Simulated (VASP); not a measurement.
A run of VASP 6.6.1 is set up as follows.

INCAR

```
SYSTEM = InGa5P6
ALGO = Normal
EDIFF = 1E-6
ENCUT = 520
GGA = PE
ISIF = 2
ISMEAR = 0
LASPH = .TRUE.
LCHARG = .TRUE.
LELF = .TRUE.
LREAL = .FALSE.
LVHAR = .TRUE.
LWAVE = .FALSE.
NBANDS = 66
NELM = 80
PREC = Accurate
SIGMA = 0.02
```

File KPOINTS:

```
k-points
0
G
  8 8 2
  0 0 0
```

The input POSCAR:

```
InGa5P6
1.0
    3.9406927000      0.0000000000      0.0000000000
    0.0000000000      3.9406927000      0.0000000000
    0.0000000000      0.0000000000     16.7971366000
In Ga P
1 5 6
Direct
    0.5000000000      0.5000000000      0.5000000000
    0.0000000000      0.0000000000      0.6754850000
    0.0000000000      0.0000000000      0.3245150000
    0.5000000000      0.5000000000      0.1621910000
    0.0000000000      0.0000000000      0.0000000000
    0.5000000000      0.5000000000      0.8378090000
    0.5000000000      0.0000000000      0.4048240000
    0.0000000000      0.5000000000      0.2432940000
    0.5000000000      0.0000000000      0.0810860000
    0.0000000000      0.5000000000      0.9189140000
    0.5000000000      0.0000000000      0.7567060000
    0.0000000000      0.5000000000      0.5951760000
```

Potentials or basis: VASP PAW PBE potentials, release 64 (In_d, Ga_d, P).

Run with:

```bash
$ cat potpaw_PBE.64/In_d/POTCAR potpaw_PBE.64/Ga_d/POTCAR potpaw_PBE.64/P/POTCAR > POTCAR
$ mpirun -np 1 vasp_std > vasp.out
```

(1) What does it give for the largest force?

(2) What does it give for the band gap on the k mesh?

(3) Predict the pressure.

Results:

(1) 0.005 eV/Å.

(2) 1.24 eV, direct.

(3) 0.0 GPa.

Caveat: spin-orbit coupling is left out, which moves the levels of the heavy elements.
